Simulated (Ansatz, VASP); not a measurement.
# Two plane-wave programs on Ag

File INCAR:

```
PREC = Accurate ; ENCUT = 520
EDIFF = 1E-6 ; ISMEAR = 0
SIGMA = 0.15 ; LREAL = False
LASPH = True ; NELM = 100
ALGO = Fast ; ISIF = 2
LWAVE = False ; LCHARG = False
GGA = PS ; NBANDS = 12
```

KPOINTS

```
regular mesh
0
Gamma
  22 22 22
```

The input POSCAR:

```
Ag
1.0
   -1.8352105895      1.6604286286      1.6604286286
    1.6604286286     -1.8352105895      1.6604286286
    1.6604286286      1.6604286286     -1.8352105895
Ag
1
Direct
    0.0000000000      0.0000000000      0.0000000000
```

Input for Ansatz:

```yaml
crystal:
  lattice:
    - [-1.8352105895, 1.6604286286, 1.6604286286]
    - [1.6604286286, -1.8352105895, 1.6604286286]
    - [1.6604286286, 1.6604286286, -1.8352105895]
  atoms:
    - { symbol: Ag, position: [0.0, 0.0, 0.0] }
basis:
  ecutwfc: 420
kpoints:
  mp_grid: { grid: [22, 22, 22] }
hamiltonian:
  xc: pbesol
scf:
  occupations: { method: gaussian, width: 0.15 }
output:
  forces: true
  stress: true
  eigenvalues: true
```

Alike in both runs: task single point; functional PBEsol; k mesh 22 × 22 × 22; occupations gaussian, width 0.15 eV; no spin polarisation.

|  | VASP | Ansatz |
| --- | --- | --- |
| version | VASP 6.6.1 | Ansatz 0.2.0 |
| potentials or method | VASP PAW PBE potentials, release 64 (Ag), cutoff 520 eV | scalar-relativistic, plane waves, PAW |
| valence electrons in the cell | 11 | 19 |

VASP gave:

| Quantity | Value |
| --- | --- |
| gap on the k mesh at the Fermi level (eV) | none |
| pressure (GPa) | -3.1 |
| traceless stress, the component that is largest in VASP (GPa) | 8.78 |

**Question.** What did Ansatz give for the same quantities?

**Answer.** gap on the k mesh at the Fermi level (eV): none; pressure (GPa): -3.0; traceless stress, the component that is largest in VASP (GPa): 8.87.

VASP's potentials were made for PBE, not for PBEsol. A gap of «none» marks a metal or a gap that the smearing closes. The functional is the same, so the differences come from potentials, cutoffs and numerics. VASP's potentials hold 11 valence electrons a cell and Ansatz's 19, so a difference there can come from the potentials and not from the codes.
